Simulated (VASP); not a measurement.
# GaP (sol) (F-43m) in VASP: notebook, part 2 of 2

VASP 6.6.1.

## 5. Single point, PBEsol

This run uses another cell than the first one, of 20.11 Å³/atom, 0.993 times its volume.

Input file INCAR:

```
SYSTEM = GaP
ALGO = Normal
EDIFF = 1E-6
ENCUT = 520
GGA = PS
ISIF = 2
ISMEAR = 0
LASPH = .TRUE.
LCHARG = .TRUE.
LELF = .TRUE.
LREAL = .FALSE.
LVHAR = .TRUE.
LWAVE = .FALSE.
NBANDS = 16
NELM = 80
PREC = Accurate
SIGMA = 0.02
```

Input file KPOINTS:

```
k-points
0
G
  8 8 8
  0 0 0
```

Input file POSCAR:

```
GaP
1.0
    0.0000000000      2.7194361124      2.7194361124
    2.7194361124      0.0000000000      2.7194361124
    2.7194361124      2.7194361124      0.0000000000
Ga P
1 1
Direct
    0.0000000000      0.0000000000      0.0000000000
    0.7500000000      0.7500000000      0.7500000000
```

Potentials or basis: VASP PAW PBE potentials, release 64 (Ga_d, P).

On the command line:

```sh
$ cat potpaw_PBE.64/Ga_d/POTCAR potpaw_PBE.64/P/POTCAR > POTCAR
$ mpirun -np 1 vasp_std > vasp.out
```

OUTCAR:

```text
SYSTEM = GaP
   EDIFF = 1E-6
   ENCUT = 520
   GGA = PS
   ISIF = 2
   ISMEAR = 0
   LASPH = .TRUE.
   LREAL = .FALSE.
   NELM = 80
   PREC = Accurate

 ion  position               nearest neighbor table
   1  0.000  0.000  0.000-   2 2.36   2 2.36   2 2.36   2 2.36
   2  0.750  0.750  0.750-   1 2.36   1 2.36   1 2.36   1 2.36

  LATTYP: Found a face centered cubic cell.
 ALAT       =     5.4388722248

  Lattice vectors:

 A1 = (   0.0000000000,   2.7194361124,   2.7194361124)
 A2 = (   2.7194361124,   0.0000000000,   2.7194361124)
 A3 = (   2.7194361124,   2.7194361124,   0.0000000000)

Analysis of symmetry for initial positions (statically):
=====================================================================
 Subroutine PRICEL returns:
 Original cell was already a primitive cell.

 Routine SETGRP: Setting up the symmetry group for a
 face centered cubic supercell.

 Subroutine GETGRP returns: Found 24 space group operations
 (whereof 24 operations were pure point group operations)
 out of a pool of 48 trial point group operations.

[... 157 lines left out ...]
  ext. energy  EPLUGINS =         0.00000000
  ---------------------------------------------------
  free energy    TOTEN  =        -9.92108907 eV

  energy without entropy =       -9.92108907  energy(sigma->0) =       -9.92108907

 E-fermi :   4.7568     XC(G=0): -10.0503

 val. band max:        4.6341658852   @ k =   0.0000   0.0000   0.0000
 cond. band min:       6.1375562983   @ k =   0.5000   0.5000   0.0000
 fundamental gap:      1.5033904131
 Fermi energy:         4.7568049285

 k-point     1 :       0.0000    0.0000    0.0000
  band No.  band energies     occupation
      1      -9.9179      2.00000
      2      -9.9179      2.00000
      3      -9.9179      2.00000
      4      -9.8152      2.00000
      5      -9.8152      2.00000
      6      -7.9385      2.00000
[... 433 lines left out ...]
      3      -9.8736      2.00000
      4      -9.8207      2.00000
      5      -9.8077      2.00000
      6      -5.4126      2.00000
[... 8 lines left out ...]
     15      16.5565      0.00000
     16      17.1099      0.00000

 [... further k-points ...]
[... 5 lines left out ...]
  --------------------------------------------------------------------------------------
  -------------------------------------------------------------------------------------
  Total       -0.0279187     -0.0279187     -0.0279187      0.0000000     -0.0000000      0.0000000
  in kB       -1.1120866     -1.1120866     -1.1120866      0.0000000     -0.0000000      0.0000000
  external PRESSURE =      -1.1120866 kB  Pullay stress =       0.0000000 kB

 VOLUME and BASIS-vectors are now :
 -----------------------------------------------------------------------------
  energy-cutoff  :      520.00
  volume of cell :       40.22
      direct lattice vectors                 reciprocal lattice vectors
     0.000000000  2.719436112  2.719436112    -0.183861646  0.183861646  0.183861646
     2.719436112  0.000000000  2.719436112     0.183861646 -0.183861646  0.183861646
     2.719436112  2.719436112  0.000000000     0.183861646  0.183861646 -0.183861646

 POSITION                                       TOTAL-FORCE (eV/Angst)
 -----------------------------------------------------------------------------------
      0.00000      0.00000      0.00000        -0.000000     -0.000000     -0.000000
      4.07915      4.07915      4.07915         0.000000      0.000000      0.000000
 -----------------------------------------------------------------------------------
    total drift:                               -0.000000     -0.000000     -0.000000

  FREE ENERGIE OF THE ION-ELECTRON SYSTEM (eV)
  ---------------------------------------------------
  free  energy   TOTEN  =        -9.9210890713 eV

  energy  without entropy=       -9.9210890713  energy(sigma->0) =       -9.92108907
```

OSZICAR:

```text
N       E                     dE             d eps       ncg     rms          rms(c)
DAV:   1     0.769402792215E+02    0.76940E+02   -0.90350E+03   968   0.162E+03
DAV:   2    -0.436088727165E+01   -0.81301E+02   -0.77853E+02  1056   0.305E+02
DAV:   3    -0.101151347853E+02   -0.57542E+01   -0.57351E+01  1152   0.634E+01
DAV:   4    -0.102068092975E+02   -0.91675E-01   -0.91646E-01  1160   0.847E+00
DAV:   5    -0.102084860913E+02   -0.16768E-02   -0.16767E-02  1184   0.104E+00    0.415E+00
DAV:   6    -0.996244715791E+01    0.24604E+00   -0.35134E-01  1432   0.115E+01    0.263E+00
DAV:   7    -0.992368696735E+01    0.38760E-01   -0.81516E-02  1288   0.222E+00    0.985E-01
DAV:   8    -0.992088829227E+01    0.27987E-02   -0.12042E-02  1120   0.128E+00    0.181E-01
DAV:   9    -0.992103848799E+01   -0.15020E-03   -0.10012E-03  1360   0.423E-01    0.622E-02
DAV:  10    -0.992106259247E+01   -0.24104E-04   -0.59283E-05  1384   0.852E-02    0.270E-02
DAV:  11    -0.992108917954E+01   -0.26587E-04   -0.27410E-05  1064   0.523E-02    0.656E-03
DAV:  12    -0.992108907128E+01    0.10826E-06   -0.89295E-07   920   0.104E-02
   1 F= -.99210891E+01 E0= -.99210891E+01  d E =-.309292E-20
```

stdout:

```text
POSCAR found type information on POSCAR GaP
 POSCAR found :  2 types and       2 ions
 scaLAPACK will be used
 -----------------------------------------------------------------------------
|                                                                             |
|                                                                             |
|     You enforced a specific xc type in the INCAR file but a different       |
|     I HOPE YOU KNOW WHAT YOU ARE DOING!                                     |
|                                                                             |
 -----------------------------------------------------------------------------

 LDA part: xc-table for (Slater+PW92), standard interpolation
 POSCAR, INCAR and KPOINTS ok, starting setup
 FFT: planning ... GRIDC
 FFT: planning ... GRID_SOFT
 FFT: planning ... GRID
 WAVECAR not read
 entering main loop
```

Run time: 28 s. Hardware: 1 thread of Intel Xeon Platinum 8488C (Sapphire Rapids), shared host; peak memory 0.17 GiB.

Results:

```
Free energy            : -9.9211 eV
Pressure               : -0.1 GPa
Band gap on the k mesh : 1.50 eV, indirect (least direct gap 1.80 eV)
```

Caveat: the PAW data sets were made with another functional, which shifts forces and pressure a little. As with any semilocal functional, this PBEsol gap is likely too small.

## 6. Overview

```csv
task,cell,k mesh,cutoff (eV),smearing,gap on the mesh (eV),pressure (GPa)
single point,"a = 3.855 Å, angles 60.0°, 2 atoms",6 × 6 × 6,520,gaussian 0.1 eV,1.51,-0.6
single point,"a = 3.846 Å, angles 60.0°, 2 atoms",8 × 8 × 8,520,gaussian 0.02 eV,1.50,-0.1
relaxation of cell and atoms,"relaxed from a = 3.855 Å, angles 60.0°, 2 atoms",8 × 8 × 8,600,gaussian 0.02 eV,1.50,0.0
```

Alike in all rows: level PBEsol; potentials or basis VASP PAW PBE potentials, release 64 (Ga_d, P); no spin polarisation.

Caveats: the PAW data sets were made with another functional, which shifts forces and pressure a little.

Absolute energies hang on the potentials; compare differences alone.
